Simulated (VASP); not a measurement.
# Sr2P (Fddd) in VASP: single point with PBE

Aim: the single point of Sr2P with PBE.

Everything below comes from runs of VASP 6.6.1. Logs are shortened: lines on timing, memory, paths and dates and some standing lists are left out, and cuts for length are marked.

**1. The cell of the first run**

Symmetry: Fddd, No. 70, orthorhombic system. The conventional cell has a = 8.545 Å, b = 8.567 Å, c = 13.350 Å, α = 90.00°, β = 90.00°, γ = 90.00°. Within 4.1 Å of Sr (site symmetry 2) lie 3 P at 3.01 to 3.04 Å and 2 Sr at 4.04 Å. Within 4.0 Å of P (site symmetry 222) lie 6 Sr at 3.01 to 3.04 Å.

**2. Single point, PBE**

INCAR

```
SYSTEM = Sr2P
  ALGO = Normal
  EDIFF = 1E-7
  ENCUT = 520
  GGA = PE
  ISIF = 2
  ISMEAR = 0
  LASPH = .TRUE.
  LCHARG = .FALSE.
  LREAL = .FALSE.
  LWAVE = .FALSE.
  NBANDS = 34
  NELM = 80
  PREC = Accurate
  SIGMA = 0.1
```

KPOINTS

```
k-points
0
G
  4 4 4
  0 0 0
```

POSCAR

```
Sr2P
1.0
    0.0000000000      6.6748887528      4.2724669868
    4.2833249145      0.0000000000      4.2724669868
    4.2833249145      6.6748887528      0.0000000000
Sr P
4 2
Direct
   -0.0247961890      0.5247961890     -0.0247961890
    0.5247961890     -0.0247961890      0.5247961890
    0.2747961890      0.7252038110      0.2747961890
    0.7252038110      0.2747961890      0.7252038110
    0.7500000000      0.7500000000      0.7500000000
    0.5000000000      0.5000000000      0.5000000000
```

Potentials or basis: VASP PAW PBE potentials, release 64 (Sr_sv, P).

On the command line:

```sh
$ cat potpaw_PBE.64/Sr_sv/POTCAR potpaw_PBE.64/P/POTCAR > POTCAR
$ mpirun -np 1 vasp_std > vasp.out
```

OUTCAR:

```text
SYSTEM = Sr2P
   EDIFF = 1E-7
   ENCUT = 520
   GGA = PE
   ISIF = 2
   ISMEAR = 0
   LASPH = .TRUE.
   LREAL = .FALSE.
   NELM = 80
   PREC = Accurate

 ion  position               nearest neighbor table
   1  0.975  0.525  0.975-   5 3.01   6 3.04   6 3.04   3 4.04   3 4.04   2 4.32   2 4.32   2 4.33
                             2 4.33   4 4.50   4 4.50   4 4.50   4 4.50   3 5.01   3 5.01
   2  0.525  0.975  0.525-   5 3.01   6 3.04   6 3.04   4 4.04   4 4.04   1 4.32   1 4.32   1 4.33
                             1 4.33   3 4.50   3 4.50   3 4.50   3 4.50   4 5.01   4 5.01
   3  0.275  0.725  0.275-   6 3.01   5 3.04   5 3.04   1 4.04   1 4.04   4 4.32   4 4.32   4 4.33
                             4 4.33   2 4.50   2 4.50   2 4.50   2 4.50   1 5.01   1 5.01
   4  0.725  0.275  0.725-   6 3.01   5 3.04   5 3.04   2 4.04   2 4.04   3 4.32   3 4.32   3 4.33
                             3 4.33   1 4.50   1 4.50   1 4.50   1 4.50   2 5.01   2 5.01
   5  0.750  0.750  0.750-   1 3.01   2 3.01   3 3.04   3 3.04   4 3.04   4 3.04
   6  0.500  0.500  0.500-   3 3.01   4 3.01   2 3.04   1 3.04   2 3.04   1 3.04

  LATTYP: Found a face centered orthorhombic cell.
 ALAT       =     8.5449339736
 B/A-ratio  =     1.0025413719
 C/A-ratio  =     1.5623031783

  Lattice vectors:

 A1 = (   4.2833249145,   6.6748887528,   0.0000000000)
 A2 = (   0.0000000000,   6.6748887528,   4.2724669868)
 A3 = (   4.2833249145,   0.0000000000,   4.2724669868)

Analysis of symmetry for initial positions (statically):
=====================================================================
 Subroutine PRICEL returns:
 Original cell was already a primitive cell.

 Routine SETGRP: Setting up the symmetry group for a
 face centered orthorhombic supercell.

 Subroutine GETGRP returns: Found  8 space group operations
 (whereof  4 operations were pure point group operations)
 out of a pool of  8 trial point group operations.

The static configuration has the point symmetry D_2 .
 The point group associated with its full space group is D_2h.

Analysis of symmetry for dynamics (positions and initial velocities):
=====================================================================
 Subroutine PRICEL returns:
 Original cell was already a primitive cell.

 Routine SETGRP: Setting up the symmetry group for a
 face centered orthorhombic supercell.

 Subroutine GETGRP returns: Found  8 space group operations
 (whereof  4 operations were pure point group operations)
 out of a pool of  8 trial point group operations.

The dynamic configuration has the point symmetry D_2 .
 The point group associated with its full space group is D_2h.

 Subroutine INISYM returns: Found  8 space group operations
 (whereof  4 operations are pure point group operations),
 and found     1 'primitive' translations

----------------------------------------------------------------------------------------

                                     Primitive cell

  volume of cell :     244.3058

  direct lattice vectors                    reciprocal lattice vectors
     0.000000000  6.674888753  4.272466987    -0.116731747  0.074907615  0.117028406
     4.283324914  0.000000000  4.272466987     0.116731747 -0.074907615  0.117028406
     4.283324914  6.674888753  0.000000000     0.116731747  0.074907615 -0.117028406

  length of vectors
     7.925157034  6.049863344  7.931015836     0.181474790  0.181474790  0.181474790

  position of ions in fractional coordinates (direct lattice)
     0.975203811  0.524796189  0.975203811
     0.524796189  0.975203811  0.524796189
     0.274796189  0.725203811  0.274796189
     0.725203811  0.274796189  0.725203811
     0.750000000  0.750000000  0.750000000
     0.500000000  0.500000000  0.500000000

  ion indices of the primitive-cell ions
   primitive index   ion index
                 1           1
                 2           2
                 3           3
                 4           4
                 5           5
                 6           6

----------------------------------------------------------------------------------------

 KPOINTS: k-points

Automatic generation of k-mesh.
 Grid dimensions read from file:
 generate k-points for:    4    4    4

 Generating k-lattice:

  Cartesian coordinates                     Fractional coordinates (reciprocal lattice)
    -0.029182937  0.018726904  0.029257101     0.250000000  0.000000000 -0.000000000
     0.029182937 -0.018726904  0.029257101     0.000000000  0.250000000  0.000000000
     0.029182937  0.018726904 -0.029257101    -0.000000000  0.000000000  0.250000000

  Length of vectors
     0.045368697  0.045368697  0.045368697

  Shift w.r.t. Gamma in fractional coordinates (k-lattice)
     0.000000000  0.000000000  0.000000000

 Subroutine IBZKPT returns following result:
 ===========================================

 Found     18 irreducible k-points:

 Following reciprocal coordinates:
            Coordinates               Weight
  0.000000  0.000000  0.000000      1.000000
  0.250000  0.000000 -0.000000      8.000000
  0.500000  0.000000 -0.000000      4.000000
  0.250000  0.250000  0.000000      2.000000
  0.500000  0.250000  0.000000      8.000000
 -0.250000  0.250000  0.000000      4.000000
[... 10 lines left out ...]
 -0.250000  0.250000  0.500000      2.000000
  0.000000  0.500000  0.500000      1.000000
   k-points           NKPTS =     18   k-points in BZ     NKDIM =     18   number of bands    NBANDS=     34
   number of dos      NEDOS =    301   number of ions     NIONS =      6
   total plane-waves  NPLWV = 172800
   dimension x,y,z NGX =    60 NGY =   48 NGZ =   60
   dimension x,y,z NGXF=   120 NGYF=   96 NGZF=  120
   ions per type =               4   2
   NGX,Y,Z   is equivalent  to a cutoff of  12.59, 13.19, 12.58 a.u.
   NGXF,Y,Z  is equivalent  to a cutoff of  25.17, 26.38, 25.15 a.u.
 SYSTEM =  Sr2P
   PREC   = accura    normal or accurate (medium, high low for compatibility)
   ISTART =      0    job   : 0-new  1-cont  2-samecut
   ICHARG =      2    charge: 1-file 2-atom 10-const
   ISPIN  =      1    spin polarized calculation?
   LNONCOLLINEAR =      F non collinear calculations
   LSORBIT =      F    spin-orbit coupling
   LASPH  =      T    aspherical Exc in radial PAW
   ENCUT  =  520.0 eV  38.22 Ry    6.18 a.u.  14.74 11.25 14.75*2*pi/ulx,y,z
   NELM   =     80;   NELMIN=  2; NELMDL= -5     # of ELM steps
   EDIFF  = 0.1E-06   stopping-criterion for ELM
   LREAL  =      F    real-space projection
   EDIFFG = 0.1E-05   stopping-criterion for IOM
   NSW    =      0    number of steps for IOM
   IBRION =     -1    ionic relax: 0-MD 1-quasi-New 2-CG
   NFREE  =      0    steps in history (QN), initial steepest desc. (CG)
   ISIF   =      2    stress and relaxation
   ISYM   =      2    0-nonsym 1-usesym 2-fastsym
   POTIM  = 0.5000    time-step for ionic-motion
   TEBEG  =    0.0;   TEEND  =   0.0 temperature during run
   PSTRESS=    0.0 pullay stress
   NELECT =      50.0000    total number of electrons
   NUPDOWN=      -1.0000    fix difference up-down
   EMIN   =  10.00;   EMAX   =-10.00  energy-range for DOS
   EFERMI =   0.00;   METHOD = LEGACY
   ISMEAR =     0;   SIGMA  =   0.10  broadening in eV -4-tet -1-fermi 0-gaus
   EFERMI_NEDOS =   21; number of points for ismear=-14 and -15
   IALGO  =     38    algorithm
   IMIX   =      4    mixing-type and parameters
     AMIX     =   0.40;   BMIX     =  1.00
     AMIX_MAG =   1.60;   BMIX_MAG =  1.00
  volume/ion in A,a.u.               =      40.72       274.78
  Fermi-wavevector in a.u.,A,eV,Ry     =   0.964762  1.823136 12.663840  0.930766
  Thomas-Fermi vector in A             =   2.094421
   LORBIT       =      0    0 simple, 1 ext, 2 COOP (PROOUT), +10 PAW based schemes
   GGA     = PE    functional components
   LHFCALC =     F    Hartree Fock is set to
   AEXX    =    0.0000 exact exchange contribution
   IVDW    =     0    specifies the selected vdW correction
   LEPSILON=     F    determine dielectric tensor
   LRPA    =     F    only Hartree local field effects (RPA)
 non-spin polarized calculation
 Gauss-broadening in eV      SIGMA  =   0.10
  energy-cutoff  :      520.00
  volume of cell :      244.31
 maximum number of plane-waves:      6600
 NGX is ok and might be reduce to    60
   NGX = 29   NGY = 23   NGZ = 29

 number of electron      50.0000001 magnetization

 Free energy of the ion-electron system (eV)
  ---------------------------------------------------
  ext. energy  EPLUGINS =         0.00000000
  ---------------------------------------------------
  free energy    TOTEN  =       -22.29869658 eV

  energy without entropy =      -22.26968243  energy(sigma->0) =      -22.28418950

 E-fermi :   2.0825     XC(G=0):  -7.6847

 val. band max:        2.0781106490   @ k =   0.5000   0.2500   0.0000
 cond. band min:       2.1504236112   @ k =   0.5000   0.0000  -0.0000
 fundamental gap:      0.0723129622
 Fermi energy:         2.0825001621

 k-point     1 :       0.0000    0.0000    0.0000
  band No.  band energies     occupation
      1     -33.7326      2.00000
      2     -33.7190      2.00000
      3     -33.7166      2.00000
      4     -33.7130      2.00000
      5     -15.8780      2.00000
      6     -15.8762      2.00000
[... 26 lines left out ...]
     33       4.9515      0.00000
     34       5.0888      0.00000

 k-point     2 :       0.2500    0.0000   -0.0000
  band No.  band energies     occupation
      1     -33.7299      2.00000
      2     -33.7203      2.00000
      3     -33.7165      2.00000
      4     -33.7144      2.00000
      5     -15.8823      2.00000
      6     -15.8723      2.00000
[... 26 lines left out ...]
     33       4.9537      0.00000
     34       4.9653      0.00000

 k-point     3 :       0.5000    0.0000   -0.0000
  band No.  band energies     occupation
      1     -33.7258      2.00000
      2     -33.7207      2.00000
      3     -33.7197      2.00000
      4     -33.7147      2.00000
      5     -15.8789      2.00000
      6     -15.8624      2.00000
[... 26 lines left out ...]
     33       4.9647      0.00000
     34       5.1225      0.00000

 k-point     4 :       0.2500    0.2500    0.0000
  band No.  band energies     occupation
      1     -33.7281      2.00000
      2     -33.7202      2.00000
      3     -33.7167      2.00000
      4     -33.7160      2.00000
      5     -15.8992      2.00000
      6     -15.8835      2.00000
[... 26 lines left out ...]
     33       4.7507      0.00000
     34       5.0682      0.00000

 k-point     5 :       0.5000    0.2500    0.0000
  band No.  band energies     occupation
      1     -33.7242      2.00000
      2     -33.7205      2.00000
      3     -33.7200      2.00000
      4     -33.7163      2.00000
      5     -15.9028      2.00000
      6     -15.8948      2.00000
[... 399 lines left out ...]
 k-point    16 :       0.5000    0.0000    0.5000
  band No.  band energies     occupation
      1     -33.7269      2.00000
      2     -33.7269      2.00000
      3     -33.7137      2.00000
      4     -33.7137      2.00000
      5     -15.8922      2.00000
      6     -15.8922      2.00000
[... 26 lines left out ...]
     33       5.2336      0.00000
     34       5.2336      0.00000

 k-point    17 :      -0.2500    0.2500    0.5000
  band No.  band energies     occupation
      1     -33.7244      2.00000
      2     -33.7244      2.00000
      3     -33.7161      2.00000
      4     -33.7161      2.00000
      5     -15.8909      2.00000
      6     -15.8909      2.00000
[... 26 lines left out ...]
     33       5.5399      0.00000
     34       5.5400      0.00000

 k-point    18 :       0.0000    0.5000    0.5000
  band No.  band energies     occupation
      1     -33.7203      2.00000
      2     -33.7203      2.00000
      3     -33.7201      2.00000
      4     -33.7201      2.00000
      5     -15.9147      2.00000
      6     -15.9147      2.00000
[... 26 lines left out ...]
     33       5.4898      0.00000
     34       5.4898      0.00000

------------------------ aborting loop because EDIFF is reached ----------------------------------------

  FORCE on cell =-STRESS in cart. coord.  units (eV):
  Direction    XX          YY          ZZ          XY          YZ          ZX
  --------------------------------------------------------------------------------------
  -------------------------------------------------------------------------------------
  Total        0.1726428      0.2447088      0.2603249      0.0000000      0.0000000      0.0000000
  in kB        1.1322058      1.6048203      1.7072322      0.0000000      0.0000000      0.0000000
  external PRESSURE =       1.4814194 kB  Pullay stress =       0.0000000 kB

 VOLUME and BASIS-vectors are now :
 -----------------------------------------------------------------------------
  energy-cutoff  :      520.00
  volume of cell :      244.31
      direct lattice vectors                 reciprocal lattice vectors
     0.000000000  6.674888753  4.272466987    -0.116731747  0.074907615  0.117028406
     4.283324914  0.000000000  4.272466987     0.116731747 -0.074907615  0.117028406
     4.283324914  6.674888753  0.000000000     0.116731747  0.074907615 -0.117028406

 POSITION                                       TOTAL-FORCE (eV/Angst)
 -----------------------------------------------------------------------------------
      6.42499     13.01875      6.40870         0.000000      0.019208      0.000000
      6.42499      7.00591      6.40870         0.000000     -0.019208      0.000000
      4.28332      3.66847      4.27247         0.000000     -0.019208      0.000000
      4.28332      9.68131      4.27247         0.000000      0.019208      0.000000
      6.42499     10.01233      6.40870        -0.000000      0.000000     -0.000000
      4.28332      6.67489      4.27247         0.000000      0.000000      0.000000
 -----------------------------------------------------------------------------------
    total drift:                                0.000000      0.000000     -0.000000

  FREE ENERGIE OF THE ION-ELECTRON SYSTEM (eV)
  ---------------------------------------------------
  free  energy   TOTEN  =       -22.2986965762 eV

  energy  without entropy=      -22.2696824271  energy(sigma->0) =      -22.28418950
```

It took 99 s on 1 thread of Intel Xeon 6975P-C (Granite Rapids), shared host; peak memory 0.45 GiB.

What came out:

```
Free energy            : -22.2987 eV
Pressure               : 0.1 GPa
Largest force          : 0.019 eV/Å
Band gap on the k mesh : zero (bands 25 and 26 overlap by 0.60 eV)
```

Forces on the atoms (eV/Å):
```
Sr   0.000  0.019  0.000
Sr   0.000 -0.019  0.000
Sr   0.000 -0.019  0.000
Sr   0.000  0.019  0.000
P    0.000  0.000  0.000
P    0.000  0.000  0.000
```

The gap in the log of VASP goes by the Fermi energy; the results here count the filled bands.